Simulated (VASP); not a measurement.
# AlCo (P-1) in VASP: a series of runs

Runs on AlCo. Level: PBEsol+D3(BJ). Tasks: single point.

Program: VASP 6.6.1. These are calculated values, not measurements. Logs are shortened: lines on timing, memory, paths and dates and some standing lists are left out, and cuts for length are marked.

## 1. The cell of the first run

The typed cell holds 2 atoms: a = 2.879 Å, b = 2.869 Å, c = 2.879 Å, α = 87.39°, β = 89.84°, γ = 90.29°.

## 2. Single point, PBEsol+D3(BJ), collinear spin, ferromagnetic start (11.88 Å³/atom)

Input file INCAR:

```
SYSTEM = AlCo
PREC = Accurate ; ENCUT = 520
EDIFF = 1E-6 ; ISMEAR = -1
SIGMA = 0.02 ; LREAL = .False.
LASPH = .True. ; NELM = 150
ALGO = Normal ; ISIF = 2
LWAVE = .False. ; LCHARG = .True.
ISPIN = 2 ; MAGMOM = 2 0
LORBIT = 11 ; LMAXMIX = 4
GGA = PS ; IVDW = 12
LELF = .True. ; LVHAR = .True.
NBANDS = 17
```

Input file KPOINTS:

```
Automatic mesh
0
Gamma
  9 9 9
  0 0 0
```

Input file POSCAR:

```
AlCo
1.0
    2.8792805708     -0.0072259961      0.0041386084
   -0.0072259961      2.8683309487      0.0653887899
    0.0041386084      0.0653887899      2.8780142117
Co Al
1 1
Direct
    0.5000000000      0.5000000000      0.5000000000
    0.0000000000      0.0000000000      0.0000000000
```

Potentials or basis: VASP PAW PBE potentials, release 64 (Co, Al).

Command:

```sh
$ cat potpaw_PBE.64/Co/POTCAR potpaw_PBE.64/Al/POTCAR > POTCAR
$ mpirun -np 1 vasp_std > vasp.out
```

OUTCAR:

```text
SYSTEM = AlCo
   PREC = Accurate
   ENCUT = 520
   EDIFF = 1E-6
   ISMEAR = -1
   LREAL = .False.
   LASPH = .True.
   NELM = 150
   ISIF = 2
   ISPIN = 2
   LORBIT = 11
   GGA = PS
   IVDW = 12
 IVDW          = 12

 ion  position               nearest neighbor table
   1  0.500  0.500  0.500-   2 2.45   2 2.45   2 2.46   2 2.46   2 2.53   2 2.53   2 2.53   2 2.53

   2  0.000  0.000  0.000-   1 2.45   1 2.45   1 2.46   1 2.46   1 2.53   1 2.53   1 2.53   1 2.53

  LATTYP: Found a triclinic cell.
 ALAT       =     2.8690852793
 B/A-ratio  =     1.3840048992
 C/A-ratio  =     1.7633831352
 COS(alpha) =     0.0004483915
 COS(beta)  =     0.5958180416
 COS(gamma) =     0.6895619150

  Lattice vectors:

 A1 = (  -0.0072259961,   2.8683309487,   0.0653887899)
 A2 = (  -0.0113646045,   2.8029421588,  -2.8126254218)
 A3 = (  -2.8823679585,   2.9409457347,   2.9392643932)

Analysis of symmetry for initial positions (statically):
=====================================================================
 Subroutine PRICEL returns:
 Original cell was already a primitive cell.

 Routine SETGRP: Setting up the symmetry group for a
 triclinic supercell.

 Subroutine GETGRP returns: Found  2 space group operations
 (whereof  2 operations were pure point group operations)
 out of a pool of  2 trial point group operations.

The static configuration has the point symmetry S_2 .

Analysis of symmetry for dynamics (positions and initial velocities):
=====================================================================
 Subroutine PRICEL returns:
 Original cell was already a primitive cell.

 Routine SETGRP: Setting up the symmetry group for a
 triclinic supercell.

 Subroutine GETGRP returns: Found  2 space group operations
 (whereof  2 operations were pure point group operations)
 out of a pool of  2 trial point group operations.

The dynamic configuration has the point symmetry S_2 .

Analysis of structural, dynamic, and magnetic symmetry:
=====================================================================
 Subroutine PRICEL returns:
 Original cell was already a primitive cell.

 Routine SETGRP: Setting up the symmetry group for a
 triclinic supercell.

 Subroutine GETGRP returns: Found  2 space group operations
 (whereof  2 operations were pure point group operations)
 out of a pool of  2 trial point group operations.

The overall configuration has the point symmetry S_2 .

 Subroutine INISYM returns: Found  2 space group operations
 (whereof  2 operations are pure point group operations),
 and found     1 'primitive' translations

----------------------------------------------------------------------------------------

                                     Primitive cell

  volume of cell :      23.7562

  direct lattice vectors                    reciprocal lattice vectors
     2.879280571 -0.007225996  0.004138608     0.347311953  0.000886805 -0.000519586
    -0.007225996  2.868330949  0.065388790     0.000886805  0.348817737 -0.007926451
     0.004138608  0.065388790  2.878014212    -0.000519586 -0.007926451  0.347642638

  length of vectors
     2.879292613  2.869085279  2.878759911     0.347313474  0.348908911  0.347733378

  position of ions in fractional coordinates (direct lattice)
     0.500000000  0.500000000  0.500000000
     0.000000000  0.000000000  0.000000000

  ion indices of the primitive-cell ions
   primitive index   ion index
                 1           1
                 2           2

----------------------------------------------------------------------------------------

 KPOINTS: Automatic mesh

Automatic generation of k-mesh.
 Grid dimensions read from file:
 generate k-points for:    9    9    9

 Generating k-lattice:

  Cartesian coordinates                     Fractional coordinates (reciprocal lattice)
     0.038590217  0.000098534 -0.000057732     0.111111111  0.000000000 -0.000000000
     0.000098534  0.038757526 -0.000880717    -0.000000000  0.111111111  0.000000000
    -0.000057732 -0.000880717  0.038626960     0.000000000  0.000000000  0.111111111

  Length of vectors
     0.038590386  0.038767657  0.038637042

  Shift w.r.t. Gamma in fractional coordinates (k-lattice)
     0.000000000  0.000000000  0.000000000

 Subroutine IBZKPT returns following result:
 ===========================================

 Found    365 irreducible k-points:

 Following reciprocal coordinates:
            Coordinates               Weight
  0.000000  0.000000  0.000000      1.000000
  0.111111 -0.000000  0.000000      2.000000
  0.222222 -0.000000  0.000000      2.000000
  0.333333 -0.000000  0.000000      2.000000
  0.444444 -0.000000  0.000000      2.000000
 -0.000000  0.111111  0.000000      2.000000
[... 16 lines left out ...]
 -0.111111  0.222222  0.000000      2.000000
 -0.000000  0.333333  0.000000      2.000000
 [... further k-points ...]
   k-points           NKPTS =    365   k-points in BZ     NKDIM =    365   number of bands    NBANDS=     17
   number of dos      NEDOS =    301   number of ions     NIONS =      2
   total plane-waves  NPLWV =  13824
   dimension x,y,z NGX =    24 NGY =   24 NGZ =   24
   dimension x,y,z NGXF=    48 NGYF=   48 NGZF=   48
   ions per type =               1   1
   NGX,Y,Z   is equivalent  to a cutoff of  13.86, 13.91, 13.86 a.u.
   NGXF,Y,Z  is equivalent  to a cutoff of  27.71, 27.81, 27.72 a.u.
 SYSTEM =  AlCo
   PREC   = accura    normal or accurate (medium, high low for compatibility)
   ISTART =      0    job   : 0-new  1-cont  2-samecut
   ICHARG =      2    charge: 1-file 2-atom 10-const
   ISPIN  =      2    spin polarized calculation?
   LNONCOLLINEAR =      F non collinear calculations
   LSORBIT =      F    spin-orbit coupling
   LASPH  =      T    aspherical Exc in radial PAW
   ENCUT  =  520.0 eV  38.22 Ry    6.18 a.u.   5.35  5.33  5.35*2*pi/ulx,y,z
   NELM   =    150;   NELMIN=  2; NELMDL= -5     # of ELM steps
   EDIFF  = 0.1E-05   stopping-criterion for ELM
   LREAL  =      F    real-space projection
   EDIFFG = 0.1E-04   stopping-criterion for IOM
   NSW    =      0    number of steps for IOM
   IBRION =     -1    ionic relax: 0-MD 1-quasi-New 2-CG
   NFREE  =      0    steps in history (QN), initial steepest desc. (CG)
   ISIF   =      2    stress and relaxation
   ISYM   =      2    0-nonsym 1-usesym 2-fastsym
   POTIM  = 0.5000    time-step for ionic-motion
   TEBEG  =    0.0;   TEEND  =   0.0 temperature during run
   PSTRESS=    0.0 pullay stress
   NELECT =      12.0000    total number of electrons
   NUPDOWN=      -1.0000    fix difference up-down
   EMIN   =  10.00;   EMAX   =-10.00  energy-range for DOS
   EFERMI =   0.00;   METHOD = LEGACY
   ISMEAR =    -1;   SIGMA  =   0.02  broadening in eV -4-tet -1-fermi 0-gaus
   EFERMI_NEDOS =   21; number of points for ismear=-14 and -15
   IALGO  =     38    algorithm
   IMIX   =      4    mixing-type and parameters
     AMIX     =   0.40;   BMIX     =  1.00
     AMIX_MAG =   1.60;   BMIX_MAG =  1.00
  volume/ion in A,a.u.               =      11.88        80.16
  Fermi-wavevector in a.u.,A,eV,Ry     =   1.303795  2.463816 23.128303  1.699882
  Thomas-Fermi vector in A             =   2.434774
   LORBIT       =     11    0 simple, 1 ext, 2 COOP (PROOUT), +10 PAW based schemes
   GGA     = PS    functional components
   LHFCALC =     F    Hartree Fock is set to
   AEXX    =    0.0000 exact exchange contribution
   IVDW    =    12    specifies the selected vdW correction
   LEPSILON=     F    determine dielectric tensor
   LRPA    =     F    only Hartree local field effects (RPA)
 spin polarized calculation
  energy-cutoff  :      520.00
  volume of cell :       23.76
 maximum number of plane-waves:       654
 NGX is ok and might be reduce to    24
   NGX = 11   NGY = 11   NGZ = 11

 number of electron      12.0000001 magnetization      -0.0065017

 number of electron      12.0000001 magnetization       0.0005938

 Free energy of the ion-electron system (eV)
  ---------------------------------------------------
  ext. energy  EPLUGINS =         0.00000000
  ---------------------------------------------------
  free energy    TOTEN  =       -13.02671044 eV

  energy without entropy =      -13.02612930  energy(sigma->0) =      -13.02641987

 E-fermi :  10.0709     XC(G=0): -12.2565

 val. band max:       10.0665255605   @ k =  -0.1111   0.4444   0.4444
 cond. band min:      10.1699171774   @ k =   0.0000  -0.3333   0.4444
 fundamental gap:      0.1033916169
 Fermi energy:        10.0709309162

 spin component 1

 k-point     1 :       0.0000    0.0000    0.0000
  band No.  band energies     occupation
      1      -0.7876      1.00000
      2       7.2289      1.00000
      3       7.2475      1.00000
      4       9.2461      1.00000
      5       9.3108      1.00000
      6       9.3720      1.00000
[... 9 lines left out ...]
     16      32.5967      0.00000
     17      33.4563      0.00000

 k-point     2 :       0.1111   -0.0000    0.0000
  band No.  band energies     occupation
      1      -0.5589      1.00000
      2       7.1969      1.00000
      3       7.3076      1.00000
      4       9.1244      1.00000
      5       9.2610      1.00000
      6       9.3226      1.00000
[... 9 lines left out ...]
     16      31.2679      0.00000
     17      33.4950      0.00000

 k-point     3 :       0.2222   -0.0000    0.0000
  band No.  band energies     occupation
      1       0.1181      1.00000
      2       6.9271      1.00000
      3       7.4660      1.00000
      4       8.8434      1.00000
      5       9.0034      1.00000
      6       9.3541      1.00000
[... 392 lines left out ...]
 k-point    23 :      -0.1111    0.2222    0.0000
  band No.  band energies     occupation
      1       0.3424      1.00000
      2       7.0489      1.00000
      3       7.4491      1.00000
      4       8.7541      1.00000
      5       8.9405      1.00000
      6       9.2502      1.00000
[... 9 lines left out ...]
     16      29.9446      0.00000
     17      32.0683      0.00000

 k-point    24 :      -0.0000    0.3333    0.0000
  band No.  band energies     occupation
      1       1.2311      1.00000
      2       6.0114      1.00000
      3       7.6446      1.00000
      4       8.6353      1.00000
      5       8.6549      1.00000
      6       9.3885      1.00000
[... 9 lines left out ...]
     16      31.2691      0.00000
     17      31.6334      0.00000

 [... further k-points ...]

 spin component 2

 k-point     1 :       0.0000    0.0000    0.0000
  band No.  band energies     occupation
      1      -0.7878      1.00000
      2       7.2297      1.00000
      3       7.2485      1.00000
      4       9.2467      1.00000
      5       9.3116      1.00000
      6       9.3729      1.00000
[... 9 lines left out ...]
     16      32.5964      0.00000
     17      33.4551      0.00000

 k-point     2 :       0.1111   -0.0000    0.0000
  band No.  band energies     occupation
      1      -0.5591      1.00000
      2       7.1977      1.00000
      3       7.3086      1.00000
      4       9.1250      1.00000
      5       9.2618      1.00000
      6       9.3234      1.00000
[... 9 lines left out ...]
     16      31.2677      0.00000
     17      33.2262      0.00000

 k-point     3 :       0.2222   -0.0000    0.0000
  band No.  band energies     occupation
      1       0.1178      1.00000
      2       6.9276      1.00000
      3       7.4670      1.00000
      4       8.8439      1.00000
      5       9.0042      1.00000
      6       9.3548      1.00000
[... 392 lines left out ...]
 k-point    23 :      -0.1111    0.2222    0.0000
  band No.  band energies     occupation
      1       0.3421      1.00000
      2       7.0496      1.00000
      3       7.4499      1.00000
      4       8.7548      1.00000
      5       8.9412      1.00000
      6       9.2509      1.00000
[... 9 lines left out ...]
     16      29.9444      0.00000
     17      32.0682      0.00000

 k-point    24 :      -0.0000    0.3333    0.0000
  band No.  band energies     occupation
      1       1.2308      1.00000
      2       6.0115      1.00000
      3       7.6456      1.00000
      4       8.6359      1.00000
      5       8.6556      1.00000
      6       9.3893      1.00000
[... 9 lines left out ...]
     16      31.2687      0.00000
     17      31.6333      0.00000

 [... further k-points ...]

------------------------ aborting loop because EDIFF is reached ----------------------------------------

 Edisp (eV)   -0.78310

 E8    (eV) :    -0.5232

  FORCE on cell =-STRESS in cart. coord.  units (eV):
  Direction    XX          YY          ZZ          XY          YZ          ZX
  --------------------------------------------------------------------------------------
  -------------------------------------------------------------------------------------
  Total      -2.16083    -2.06816    -2.16078     0.10632    -0.88473    -0.07024
  in kB    -145.73131  -139.48148  -145.72835     7.17021   -59.66824    -4.73713
  external pressure =     -143.65 kB  Pullay stress =        0.00 kB

 VOLUME and BASIS-vectors are now :
 -----------------------------------------------------------------------------
  energy-cutoff  :      520.00
  volume of cell :       23.76
      direct lattice vectors                 reciprocal lattice vectors
     2.879280571 -0.007225996  0.004138608     0.347311953  0.000886805 -0.000519586
    -0.007225996  2.868330949  0.065388790     0.000886805  0.348817737 -0.007926451
     0.004138608  0.065388790  2.878014212    -0.000519586 -0.007926451  0.347642638

 POSITION                                       TOTAL-FORCE (eV/Angst)
 -----------------------------------------------------------------------------------
      1.43810      1.46325      1.47377        -0.000000     -0.000000      0.000000
      0.00000      0.00000      0.00000         0.000000      0.000000      0.000000
 -----------------------------------------------------------------------------------
    total drift:                                0.000000      0.000000     -0.000000

  FREE ENERGIE OF THE ION-ELECTRON SYSTEM (eV)
  ---------------------------------------------------
  free  energy   TOTEN  =       -13.8098109581 eV

  energy  without entropy=      -13.8092298165  energy(sigma->0) =      -13.80952039

 total charge

# of ion       s       p       d       tot
------------------------------------------
    1        0.426   0.487   7.497   8.410
    2        0.391   0.416   0.000   0.807
--------------------------------------------------
tot          0.817   0.903   7.497   9.217

 magnetization (x)

# of ion       s       p       d       tot
------------------------------------------
    1       -0.000  -0.000   0.000   0.000
    2       -0.000  -0.000   0.000  -0.000
--------------------------------------------------
tot         -0.000  -0.000   0.000   0.000
```

Run time: 3.5 min. Hardware: 1 thread of Intel Xeon 8259CL, shared host; peak memory 0.34 GiB.

What came out:

- Free energy: -13.8098 eV
- Pressure: -14.4 GPa
- Band gap on the k mesh: zero (filled and empty bands overlap)
- Net moment: 0.00 μB per cell
- Valence electrons inside the program's atomic spheres: Co 8.41; Al 0.81
- Dispersion energy per atom: -0.392 eV

Caveat: the cell stands under tension; the PAW data sets were made with another functional, which shifts forces and pressure a little.

(Continued in part 2 of 2.)
